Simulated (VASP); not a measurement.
# Ni (Pm-3m) in VASP: a series of runs, part 2 of 2

VASP 6.6.1.

## (5) Single point, LDA, collinear spin, antiferromagnetic start

This run uses another cell than the first one: it holds 2 atoms, not 1.

Input file INCAR:

```
PREC = Accurate
ENCUT = 520
EDIFF = 1E-6
ISMEAR = -1
SIGMA = 0.05
LREAL = False
LASPH = True
NELM = 150
ALGO = Normal
ISIF = 2
LWAVE = False
LCHARG = True
ISPIN = 2
MAGMOM = 0.8 -0.8
LORBIT = 11
LMAXMIX = 4
GGA = CA
LELF = True
LVHAR = True
NBANDS = 21
```

Input file KPOINTS:

```
regular mesh
0
Gamma
  12 12 12
```

Input file POSCAR:

```
Ni
1.0
    0.0000000000      2.2569657315      2.2569657315
    2.2569657315      0.0000000000      2.2569657315
    2.2569657315      2.2569657315      0.0000000000
Ni
2
Direct
    0.0000000000      0.0000000000      0.0000000000
    0.5000000000      0.5000000000      0.5000000000
```

Potentials or basis: VASP PAW LDA potentials, release 64 (Ni).

Run with:

```bash
> cat potpaw_LDA.64/Ni/POTCAR > POTCAR
> mpirun -np 1 vasp_std > vasp.out
```

OUTCAR:

```text
PREC = Accurate
   ENCUT = 520
   EDIFF = 1E-6
   ISMEAR = -1
   LREAL = False
   LASPH = True
   NELM = 150
   ISIF = 2
   ISPIN = 2
   LORBIT = 11
   GGA = CA

 ion  position               nearest neighbor table
   1  0.000  0.000  0.000-   2 2.26   2 2.26   2 2.26   2 2.26   2 2.26   2 2.26
   2  0.500  0.500  0.500-   1 2.26   1 2.26   1 2.26   1 2.26   1 2.26   1 2.26

  LATTYP: Found a face centered cubic cell.
 ALAT       =     4.5139314630

  Lattice vectors:

 A1 = (   0.0000000000,   2.2569657315,   2.2569657315)
 A2 = (   2.2569657315,   0.0000000000,   2.2569657315)
 A3 = (   2.2569657315,   2.2569657315,   0.0000000000)

Analysis of symmetry for initial positions (statically):
=====================================================================
 Subroutine PRICEL returns following result:

  LATTYP: Found a simple cubic cell.
 ALAT       =     2.2569657315
[... 12 lines left out ...]
 Subroutine GETGRP returns: Found 48 space group operations
 (whereof 48 operations were pure point group operations)
[... 793 lines left out ...]
      6       4.9290      1.00000
[... 565 lines left out ...]
     20      32.5609      0.00000
     21      34.4177      0.00000

 [... further k-points ...]

------------------------ aborting loop because EDIFF is reached ----------------------------------------

  FORCE on cell =-STRESS in cart. coord.  units (eV):
  Direction    XX          YY          ZZ          XY          YZ          ZX
  --------------------------------------------------------------------------------------
  -------------------------------------------------------------------------------------
  Total       -0.0272937     -0.0272937     -0.0272937     -0.0000000      0.0000000     -0.0000000
  in kB       -1.9018153     -1.9018153     -1.9018153     -0.0000000      0.0000000     -0.0000000
  external PRESSURE =      -1.9018153 kB  Pullay stress =       0.0000000 kB

 VOLUME and BASIS-vectors are now :
 -----------------------------------------------------------------------------
  energy-cutoff  :      520.00
  volume of cell :       22.99
      direct lattice vectors                 reciprocal lattice vectors
     0.000000000  2.256965731  2.256965731    -0.221536372  0.221536372  0.221536372
     2.256965731  0.000000000  2.256965731     0.221536372 -0.221536372  0.221536372
     2.256965731  2.256965731  0.000000000     0.221536372  0.221536372 -0.221536372

 POSITION                                       TOTAL-FORCE (eV/Angst)
 -----------------------------------------------------------------------------------
      0.00000      0.00000      0.00000         0.000000     -0.000000     -0.000000
      2.25697      2.25697      2.25697        -0.000000      0.000000      0.000000
 -----------------------------------------------------------------------------------
    total drift:                                0.000000     -0.000000      0.000000

  FREE ENERGIE OF THE ION-ELECTRON SYSTEM (eV)
  ---------------------------------------------------
  free  energy   TOTEN  =       -11.6424210278 eV

  energy  without entropy=      -11.6023358820  energy(sigma->0) =      -11.62237845

 total charge

# of ion       s       p       d       tot
------------------------------------------
    1        0.546   0.448   8.415   9.409
    2        0.546   0.448   8.415   9.409
--------------------------------------------------
tot          1.092   0.896  16.830  18.818

 magnetization (x)

# of ion       s       p       d       tot
------------------------------------------
    1       -0.000   0.000   0.000   0.000
    2        0.000  -0.000  -0.000  -0.000
--------------------------------------------------
tot          0.000   0.000   0.000   0.000
```

Run time: 51 s. Hardware: 1 thread of Intel Xeon 8259CL, shared host; peak memory 0.16 GiB.

Results:

- Free energy: -11.6424 eV
- Pressure: -0.2 GPa
- Band gap on the k mesh: zero (filled and empty bands overlap)
- Net moment: 0.00 μB per cell
- Valence electrons inside the program's atomic spheres: Ni 9.41

Levels at points of the mesh, in eV from the Fermi level:
Spin up:
```tsv
k point	band 6	band 7	band 8	band 9	band 10	band 11	band 12	band 13	band 14	band 15
(0.00, 0.00, 0.00)	-3.35	0.09	0.09	0.09	0.93	0.93	12.62	12.62	12.62	14.31
(0.50, 0.00, 0.00)	-2.13	-1.19	-1.19	-1.19	-1.19	0.28	0.28	13.74	13.74	13.74
(0.50, 0.50, 0.00)	-1.13	-1.13	-0.88	-0.88	0.20	0.86	4.32	5.51	5.51	12.14
```
Spin down:
| k point | band 8 | band 9 | band 10 | band 11 | band 12 | band 13 |
| --- | --- | --- | --- | --- | --- | --- |
| (0.00, 0.00, 0.00) | 0.09 | 0.09 | 0.93 | 0.93 | 12.62 | 12.62 |
| (0.50, 0.00, 0.00) | -1.19 | -1.19 | -1.19 | 0.28 | 0.28 | 13.74 |
| (0.50, 0.50, 0.00) | -0.88 | -0.88 | 0.20 | 0.86 | 4.32 | 5.51 |

## (6) Relaxation of cell and atoms, LDA, collinear spin, antiferromagnetic start

This run uses another cell than the first one: it holds 2 atoms, not 1.

Input file INCAR:

```
PREC     = Accurate       # precision mode
ENCUT    = 600            # plane-wave cutoff, eV
EDIFF    = 1E-7           # SCF threshold, eV
ISMEAR   = -1             # smearing method
SIGMA    = 0.05           # smearing width, eV
LREAL    = F              # projectors in reciprocal space
LASPH    = T              # aspherical terms in the spheres
NELM     = 150            # most SCF steps
ALGO     = Normal         # electronic algorithm
ISIF     = 3              # what is computed and relaxed
LWAVE    = F              # write WAVECAR
LCHARG   = F              # write CHGCAR
ISPIN    = 2              # spin polarisation
MAGMOM   = 0.8 -0.8       # initial moments
LORBIT   = 11             # projections on sites
LMAXMIX  = 4              # l up to which the mixer works
GGA      = CA             # functional
IBRION   = 2              # ionic algorithm
NSW      = 80             # ionic steps
EDIFFG   = -0.01          # ionic threshold
```

Input file KPOINTS:

```
Automatic mesh
0
Gamma
  12 12 12
```

Input file POSCAR:

```
Ni
1.0
    0.0000000000      2.2775907947      2.2775907947
    2.2775907947      0.0000000000      2.2775907947
    2.2775907947      2.2775907947      0.0000000000
Ni
2
Direct
    0.0000000000      0.0000000000      0.0000000000
    0.5000000000      0.5000000000      0.5000000000
```

Potentials or basis: VASP PAW LDA potentials, release 64 (Ni).

Run with:

```bash
> cat potpaw_LDA.64/Ni/POTCAR > POTCAR
> mpirun -np 1 vasp_std > vasp.out
```

It took 2.8 min on 1 thread of Intel Xeon 8259CL, shared host; peak memory 0.19 GiB.

Results (log left out):

* Free energy: -11.6426 eV
* Relaxed volume: 11.48 Å³/atom
* Relaxed cell: a = 3.191 Å, b = 3.191 Å, c = 3.191 Å, α = 60.00°, β = 60.00°, γ = 60.00°
* Space group after relaxing (to 0.1 Å): Pm-3m (No. 221)
* Energy gained by relaxing: 5.4 meV/atom
* Ionic steps: 3
* Pressure after relaxing: 0.0 GPa
* Band gap on the k mesh: zero (filled and empty bands overlap)
* Net moment: 0.00 μB per cell
* Valence electrons inside the program's atomic spheres: Ni 9.41

Step by step:
| step | energy change (eV) | largest force (eV/Å) | pressure (GPa) | volume (Å³) |
| --- | --- | --- | --- | --- |
| 1 | 0.0000 | 0.0000 | -5.06 | 23.63 |
| 2 | -0.0014 | 0.0000 | 5.26 | 22.38 |
| 3 | -0.0108 | 0.0000 | 0.00 | 22.97 |

Final structure:
```
CELL_PARAMETERS angstrom
0.00000 2.25608 2.25608
2.25608 0.00000 2.25608
2.25608 2.25608 0.00000
ATOMIC_POSITIONS crystal
Ni 0.00000 0.00000 0.00000
Ni 0.50000 0.50000 0.50000
```

Levels at points of the mesh, in eV from the Fermi level:
Spin up:
```csv
k point,band 6,band 7,band 8,band 9,band 10,band 11,band 12,band 13,band 14
"(0.00, 0.00, 0.00)",-3.35,0.09,0.09,0.09,0.93,0.93,12.63,12.63,12.63
"(0.50, 0.00, 0.00)",-2.13,-1.19,-1.19,-1.19,-1.19,0.28,0.28,13.75,13.75
"(0.50, 0.50, 0.00)",-1.13,-1.13,-0.88,-0.88,0.20,0.86,4.32,5.51,5.51
```
Spin down:
```
           k point  band 8  band 9  band 10  band 11  band 12  band 13
(0.00, 0.00, 0.00)    0.09    0.09     0.93     0.93    12.63    12.63
(0.50, 0.00, 0.00)   -1.19   -1.19    -1.19     0.28     0.28    13.75
(0.50, 0.50, 0.00)   -0.88   -0.88     0.20     0.86     4.32     5.51
```

## (7) Overview

```tsv
task	spin	cell	k mesh	cutoff (eV)	gap on the mesh (eV)	pressure (GPa)	moment (μB)
single point	collinear, ferromagnetic start	a = 2.260 Å, 1 atom, atomic positions A	23 × 23 × 23	520	none	-0.3	0.42
single point	collinear, ferromagnetic start	a = 2.290 Å, 1 atom, atomic positions A	23 × 23 × 23	520	none	-6.9	0.45
single point	collinear, antiferromagnetic start	a = 3.192 Å, angles 60.0°, 2 atoms, atomic positions B	12 × 12 × 12	520	none	-0.2	0.00
relaxation of cell and atoms	collinear, antiferromagnetic start	relaxed from a = 3.221 Å, angles 60.0°, 2 atoms, atomic positions B	12 × 12 × 12	600	none	0.0	0.00
```

Alike in all rows: level LDA; potentials or basis VASP PAW LDA potentials, release 64 (Ni); smearing fermi-dirac 0.05 eV.

Caveats: the cell stands under tension (at least some runs).

Absolute energies hang on the potentials; compare differences alone.
